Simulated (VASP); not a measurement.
# SnSe (CsCl type) (Pm-3m) in VASP: a series of runs

SnSe (CsCl type) is run at these levels: PBE; tasks: relaxation of cell and atoms.

Everything below comes from runs of VASP 6.6.1. Logs are shortened: lines on timing, memory, paths and dates and some standing lists are left out, and cuts for length are marked.

## Step 1: The cell of the first run

It takes space group Pm-3m (No. 221, cubic). Conventional cell: a = 3.241 Å, b = 3.241 Å, c = 3.241 Å, α = 90.00°, β = 90.00°, γ = 90.00°. Sn (site symmetry m-3m) has 8 Se at 2.81 Å and 6 Sn at 3.24 Å within 3.7 Å. Within 3.7 Å of Se (site symmetry m-3m) lie 8 Sn at 2.81 Å and 6 Se at 3.24 Å.

## Step 2: Relaxation of cell and atoms, PBE, target pressure 44 GPa, at which the enthalpy is minimised

File INCAR:

```
  PREC = Accurate
  ENCUT = 600
  EDIFF = 1E-6
  ISMEAR = -1
  SIGMA = 0.1
  LREAL = F
  LASPH = T
  NELM = 60
  ALGO = Normal
  ISIF = 3
  LWAVE = F
  LCHARG = F
  GGA = PE
  IBRION = 2
  NSW = 32
  EDIFFG = -0.005
  PSTRESS = 440.0
```

File KPOINTS:

```
regular mesh
0
Gamma
  14 14 14
```

File POSCAR:

```
SnSe
1.0
    3.2411715150      0.0000000000      0.0000000000
    0.0000000000      3.2411715150      0.0000000000
    0.0000000000      0.0000000000      3.2411715150
Sn Se
1 1
Direct
    0.0000000000      0.0000000000      0.0000000000
    0.5000000000      0.5000000000      0.5000000000
```

Potentials or basis: VASP PAW PBE potentials, release 64 (Sn_d, Se).

Started as:

```
$ cat potpaw_PBE.64/Sn_d/POTCAR potpaw_PBE.64/Se/POTCAR > POTCAR
$ mpirun -np 1 vasp_std > vasp.out
```

OUTCAR:

```text
PREC = Accurate
   ENCUT = 600
   EDIFF = 1E-6
   ISMEAR = -1
   LREAL = F
   LASPH = T
   NELM = 60
   ISIF = 3
   GGA = PE
   IBRION = 2
   NSW = 32
   EDIFFG = -0.005
   PSTRESS = 440.0

 ion  position               nearest neighbor table
   1  0.000  0.000  0.000-   2 2.81   2 2.81   2 2.81   2 2.81   2 2.81   2 2.81   2 2.81   2 2.81

   2  0.500  0.500  0.500-   1 2.81   1 2.81   1 2.81   1 2.81   1 2.81   1 2.81   1 2.81   1 2.81

  LATTYP: Found a simple cubic cell.
 ALAT       =     3.2411715150

  Lattice vectors:

 A1 = (   3.2411715150,   0.0000000000,   0.0000000000)
 A2 = (   0.0000000000,   3.2411715150,   0.0000000000)
 A3 = (   0.0000000000,   0.0000000000,   3.2411715150)

Analysis of symmetry for initial positions (statically):
=====================================================================
 Subroutine PRICEL returns:
 Original cell was already a primitive cell.

 Routine SETGRP: Setting up the symmetry group for a
 simple cubic supercell.

 Subroutine GETGRP returns: Found 48 space group operations
 (whereof 48 operations were pure point group operations)
 out of a pool of 48 trial point group operations.

The static configuration has the point symmetry O_h .

Analysis of symmetry for dynamics (positions and initial velocities):
=====================================================================
 Subroutine PRICEL returns:
 Original cell was already a primitive cell.

 Routine SETGRP: Setting up the symmetry group for a
 simple cubic supercell.

 Subroutine GETGRP returns: Found 48 space group operations
 (whereof 48 operations were pure point group operations)
 out of a pool of 48 trial point group operations.

The dynamic configuration has the point symmetry O_h .

 Subroutine INISYM returns: Found 48 space group operations
 (whereof 48 operations are pure point group operations),
 and found     1 'primitive' translations

----------------------------------------------------------------------------------------

                                     Primitive cell

  volume of cell :      34.0491

  direct lattice vectors                    reciprocal lattice vectors
     3.241171515  0.000000000  0.000000000     0.308530417  0.000000000  0.000000000
     0.000000000  3.241171515  0.000000000     0.000000000  0.308530417  0.000000000
     0.000000000  0.000000000  3.241171515     0.000000000  0.000000000  0.308530417

  length of vectors
     3.241171515  3.241171515  3.241171515     0.308530417  0.308530417  0.308530417

  position of ions in fractional coordinates (direct lattice)
     0.000000000  0.000000000  0.000000000
     0.500000000  0.500000000  0.500000000

  ion indices of the primitive-cell ions
   primitive index   ion index
                 1           1
                 2           2

----------------------------------------------------------------------------------------

 KPOINTS: regular mesh

Automatic generation of k-mesh.
 Grid dimensions read from file:
 generate k-points for:   14   14   14

 Generating k-lattice:

  Cartesian coordinates                     Fractional coordinates (reciprocal lattice)
     0.022037887  0.000000000  0.000000000     0.071428571  0.000000000  0.000000000
     0.000000000  0.022037887  0.000000000     0.000000000  0.071428571  0.000000000
     0.000000000  0.000000000  0.022037887     0.000000000  0.000000000  0.071428571

  Length of vectors
     0.022037887  0.022037887  0.022037887

  Shift w.r.t. Gamma in fractional coordinates (k-lattice)
     0.000000000  0.000000000  0.000000000

 Subroutine IBZKPT returns following result:
 ===========================================

 Found    120 irreducible k-points:

 Following reciprocal coordinates:
            Coordinates               Weight
  0.000000  0.000000  0.000000      1.000000
  0.071429  0.000000  0.000000      6.000000
  0.142857  0.000000  0.000000      6.000000
  0.214286  0.000000  0.000000      6.000000
  0.285714  0.000000  0.000000      6.000000
  0.357143  0.000000  0.000000      6.000000
[... 16 lines left out ...]
  0.285714  0.214286  0.000000     24.000000
  0.357143  0.214286  0.000000     24.000000
 [... further k-points ...]
   k-points           NKPTS =    120   k-points in BZ     NKDIM =    120   number of bands    NBANDS=     14
   number of dos      NEDOS =    301   number of ions     NIONS =      2
   total plane-waves  NPLWV =  21952
   dimension x,y,z NGX =    28 NGY =   28 NGZ =   28
   dimension x,y,z NGXF=    56 NGYF=   56 NGZF=   56
   ions per type =               1   1
   NGX,Y,Z   is equivalent  to a cutoff of  14.36, 14.36, 14.36 a.u.
   NGXF,Y,Z  is equivalent  to a cutoff of  28.72, 28.72, 28.72 a.u.
 SYSTEM =  unknown system
   PREC   = accura    normal or accurate (medium, high low for compatibility)
   ISTART =      0    job   : 0-new  1-cont  2-samecut
   ICHARG =      2    charge: 1-file 2-atom 10-const
   ISPIN  =      1    spin polarized calculation?
   LNONCOLLINEAR =      F non collinear calculations
   LSORBIT =      F    spin-orbit coupling
   LASPH  =      T    aspherical Exc in radial PAW
   ENCUT  =  600.0 eV  44.10 Ry    6.64 a.u.   6.47  6.47  6.47*2*pi/ulx,y,z
   NELM   =     60;   NELMIN=  2; NELMDL= -5     # of ELM steps
   EDIFF  = 0.1E-05   stopping-criterion for ELM
   LREAL  =      F    real-space projection
   EDIFFG = -.5E-02   stopping-criterion for IOM
   NSW    =     32    number of steps for IOM
   IBRION =      2    ionic relax: 0-MD 1-quasi-New 2-CG
   NFREE  =      1    steps in history (QN), initial steepest desc. (CG)
   ISIF   =      3    stress and relaxation
   ISYM   =      2    0-nonsym 1-usesym 2-fastsym
   POTIM  = 0.5000    time-step for ionic-motion
   TEBEG  =    0.0;   TEEND  =   0.0 temperature during run
   PSTRESS=  440.0 pullay stress
   NELECT =      20.0000    total number of electrons
   NUPDOWN=      -1.0000    fix difference up-down
   EMIN   =  10.00;   EMAX   =-10.00  energy-range for DOS
   EFERMI =   0.00;   METHOD = LEGACY
   ISMEAR =    -1;   SIGMA  =   0.10  broadening in eV -4-tet -1-fermi 0-gaus
   EFERMI_NEDOS =   21; number of points for ismear=-14 and -15
   IALGO  =     38    algorithm
   IMIX   =      4    mixing-type and parameters
     AMIX     =   0.40;   BMIX     =  1.00
     AMIX_MAG =   1.60;   BMIX_MAG =  1.00
  volume/ion in A,a.u.               =      17.02       114.89
  Fermi-wavevector in a.u.,A,eV,Ry     =   1.371038  2.590886 25.575485  1.879745
  Thomas-Fermi vector in A             =   2.496771
   LORBIT       =      0    0 simple, 1 ext, 2 COOP (PROOUT), +10 PAW based schemes
   GGA     = PE    functional components
   LHFCALC =     F    Hartree Fock is set to
   AEXX    =    0.0000 exact exchange contribution
   IVDW    =     0    specifies the selected vdW correction
   LEPSILON=     F    determine dielectric tensor
   LRPA    =     F    only Hartree local field effects (RPA)
 conjugate gradient relaxation of ions
 non-spin polarized calculation
  energy-cutoff  :      600.00
  volume of cell :       34.05
 maximum number of plane-waves:      1165
 NGX is ok and might be reduce to    28
   NGX = 13   NGY = 13   NGZ = 13

--------------------------------------- Ionic step        1  -------------------------------------------

 number of electron      19.9999993 magnetization

 Free energy of the ion-electron system (eV)
  ---------------------------------------------------
  ext. energy  EPLUGINS =         0.00000000
  ---------------------------------------------------
  free energy    TOTEN  =        -6.21004862 eV

  energy without entropy =       -6.18732033  energy(sigma->0) =       -6.19868447

------------------------ aborting loop because EDIFF is reached ----------------------------------------

  FORCE on cell =-STRESS in cart. coord.  units (eV):
  Direction    XX          YY          ZZ          XY          YZ          ZX
  --------------------------------------------------------------------------------------
  -------------------------------------------------------------------------------------
  Total        9.4026440      9.4026440      9.4026440      0.0000000      0.0000000     -0.0000000
  in kB      442.4401547    442.4401547    442.4401547      0.0000000      0.0000000     -0.0000000
  external PRESSURE =       2.4401547 kB  Pullay stress =     440.0000000 kB
[... 61 lines left out ...]
  enthalpy is  TOTEN    =         3.1409024102 eV   P V=        9.3859202703

--------------------------------------- Ionic step        3  -------------------------------------------

 number of electron      19.9999993 magnetization

 Free energy of the ion-electron system (eV)
  ---------------------------------------------------
  ext. energy  EPLUGINS =         0.00000000
  ---------------------------------------------------
  free energy    TOTEN  =        -6.21891067 eV

  energy without entropy =       -6.19615028  energy(sigma->0) =       -6.20753048

 E-fermi :  11.8054     XC(G=0): -12.0602

 val. band max:       11.8008592733   @ k =   0.4286   0.2857   0.2143
 cond. band min:      11.8129935254   @ k =   0.3571   0.0714   0.0000
 fundamental gap:      0.0121342520
 Fermi energy:        11.8054338634

 k-point     1 :       0.0000    0.0000    0.0000
  band No.  band energies     occupation
      1     -10.4103      2.00000
      2     -10.4103      2.00000
      3     -10.1658      2.00000
      4     -10.1658      2.00000
      5     -10.1658      2.00000
      6      -5.5939      2.00000
      7       7.1073      2.00000
      8       8.3553      2.00000
      9       8.3553      2.00000
     10       8.3553      2.00000
     11      14.9208      0.00000
     12      14.9208      0.00000
     13      20.7819      0.00000
     14      20.7819      0.00000
[... 375 lines left out ...]
 k-point    24 :       0.3571    0.2143    0.0000
  band No.  band energies     occupation
      1     -10.3479      2.00000
      2     -10.3017      2.00000
      3     -10.2288      2.00000
      4     -10.2049      2.00000
      5     -10.1893      2.00000
      6      -3.5889      2.00000
      7       2.0917      2.00000
      8       6.1182      2.00000
      9      10.2561      2.00000
     10      10.8976      1.99977
     11      13.6486      0.00000
     12      16.5073      0.00000
     13      17.3184      0.00000
     14      18.9686      0.00000

 [... further k-points ...]

------------------------ aborting loop because EDIFF is reached ----------------------------------------

  FORCE on cell =-STRESS in cart. coord.  units (eV):
  Direction    XX          YY          ZZ          XY          YZ          ZX
  --------------------------------------------------------------------------------------
  -------------------------------------------------------------------------------------
  Total        9.3691778      9.3691778      9.3691778     -0.0000000      0.0000000     -0.0000000
  in kB      440.4489039    440.4489039    440.4489039     -0.0000000      0.0000000     -0.0000000
  external PRESSURE =       0.4489039 kB  Pullay stress =     440.0000000 kB
[... 17 lines left out ...]
  FREE ENERGIE OF THE ION-ELECTRON SYSTEM (eV)
  ---------------------------------------------------
  free  energy   TOTEN  =        -6.2189106733 eV

  energy  without entropy=       -6.1961502831  energy(sigma->0) =       -6.20753048

  enthalpy is  TOTEN    =         3.1407180507 eV   P V=        9.3596287240

 reached required accuracy - stopping structural energy minimisation
```

It took 50 s on 1 thread of AMD EPYC 9R45 (Zen 5), shared host; peak memory 0.19 GiB.

Results:

```yaml
Free_energy: -6.2189 eV
Relaxed_volume: 17.04 Å³/atom
Relaxed_cell: a = 3.242 Å, b = 3.242 Å, c = 3.242 Å, α = 90.00°, β = 90.00°, γ = 90.00°
Space_group_after_relaxing_to_0.1_Å: Pm-3m (No. 221)
Energy_change_on_relaxing_the_run_minimises_the_enthalpy: -4.4 meV/atom
Ionic_steps: 3
Pressure_after_relaxing: 44.0 GPa
Band_gap_on_the_k_mesh: zero (bands 10 and 11 overlap by 3.97 eV)
```

The path:
| step | energy change (eV) | largest force (eV/Å) | pressure (GPa) | volume (Å³) |
| --- | --- | --- | --- | --- |
| 1 | 0.0000 | 0.0000 | 44.24 | 34.05 |
| 2 | -0.0350 | 0.0000 | 43.40 | 34.18 |
| 3 | -0.0089 | 0.0000 | 44.04 | 34.08 |

Final structure:
```xyz
2
Lattice="3.2422 0.0000 0.0000 0.0000 3.2422 0.0000 0.0000 0.0000 3.2422" Properties=species:S:1:pos:R:3 pbc="T T T"
Sn    0.0000    0.0000    0.0000
Se    1.6211    1.6211    1.6211
```

Caveat: the cell is relaxed towards a set pressure, so the run minimises the enthalpy, not the energy; spin-orbit coupling is left out, which moves the levels of the heavy elements.

## Step 3: Relaxation of cell and atoms, PBE, target pressure 44 GPa, at which the enthalpy is minimised

This run uses another cell than the first one, of 18.21 Å³/atom.

File INCAR:

```
SYSTEM = SnSe
PREC = Accurate
ENCUT = 600
EDIFF = 1E-7
ISMEAR = -1
SIGMA = 0.1
LREAL = .FALSE.
LASPH = .TRUE.
NELM = 80
ALGO = Normal
ISIF = 3
LWAVE = .FALSE.
LCHARG = .FALSE.
GGA = PE
IBRION = 2
NSW = 60
EDIFFG = -0.005
PSTRESS = 440.0
```

File KPOINTS:

```
Automatic mesh
0
G
  14 14 14
  0 0 0
```

File POSCAR:

```
SnSe
1.0
    3.3144994174      0.0000000000      0.0000000000
    0.0000000000      3.3144994174      0.0000000000
    0.0000000000      0.0000000000      3.3144994174
Sn Se
1 1
Direct
    0.0000000000      0.0000000000      0.0000000000
    0.5000000000      0.5000000000      0.5000000000
```

Potentials or basis: VASP PAW PBE potentials, release 64 (Sn_d, Se).

Started as:

```
$ cat potpaw_PBE.64/Sn_d/POTCAR potpaw_PBE.64/Se/POTCAR > POTCAR
$ mpirun -np 1 vasp_std > vasp.out
```

Wall time 2.3 min (1 thread of AMD EPYC 9R45 (Zen 5), shared host); peak memory 0.2 GiB.

It converged, with:

| Property | Result |
| --- | --- |
| Free energy | -6.2193 eV |
| Relaxed volume | 17.04 Å³/atom |
| Relaxed cell | a = 3.242 Å, b = 3.242 Å, c = 3.242 Å, α = 90.00°, β = 90.00°, γ = 90.00° |
| Space group after relaxing (to 0.1 Å) | Pm-3m (No. 221) |
| Energy change on relaxing (the run minimises the enthalpy) | +270.9 meV/atom |
| Ionic steps | 7 |
| Pressure after relaxing | 44.0 GPa |
| Band gap on the k mesh | zero (bands 10 and 11 overlap by 3.97 eV) |

Step by step:
| step | energy change (eV) | largest force (eV/Å) | pressure (GPa) | volume (Å³) |
| --- | --- | --- | --- | --- |
| 1 | 0.0000 | 0.0000 | 31.11 | 36.41 |
| 2 | 2.4797 | 0.0000 | 89.22 | 29.22 |
| 3 | 0.5097 | 0.0000 | 43.26 | 34.20 |
| 4 | 0.5363 | 0.0000 | 43.88 | 34.10 |
| 5 | 0.5487 | 0.0000 | 44.18 | 34.06 |
| 6 | 0.5270 | 0.0000 | 43.67 | 34.14 |
| 7 | 0.5417 | 0.0000 | 44.01 | 34.08 |

Final structure:
```
Sn Se
1.0
     3.24221    0.00000    0.00000
     0.00000    3.24221    0.00000
     0.00000    0.00000    3.24221
Sn Se
1 1
Cartesian
  0.0000 0.0000 0.0000
  1.6211 1.6211 1.6211
```

Levels at points of the mesh, in eV from the Fermi level:
```tsv
k point	band 6	band 7	band 8	band 9	band 10	band 11	band 12	band 13	band 14
(0.00, 0.00, 0.00)	-17.40	-4.70	-3.45	-3.45	-3.45	3.12	3.12	8.98	8.98
(0.50, 0.00, 0.00)	-15.37	-11.41	-1.31	-1.31	0.24	1.86	3.17	3.17	4.88
(0.50, 0.50, 0.00)	-13.54	-8.20	-8.20	-7.11	-0.72	5.13	5.13	6.45	6.84
(0.50, 0.50, 0.50)	-12.77	-5.19	-5.19	-5.19	-3.76	-2.93	-2.93	-2.93	18.49
```

Caveat: the cell is relaxed towards a set pressure, so the run minimises the enthalpy, not the energy; spin-orbit coupling is left out, which moves the levels of the heavy elements.
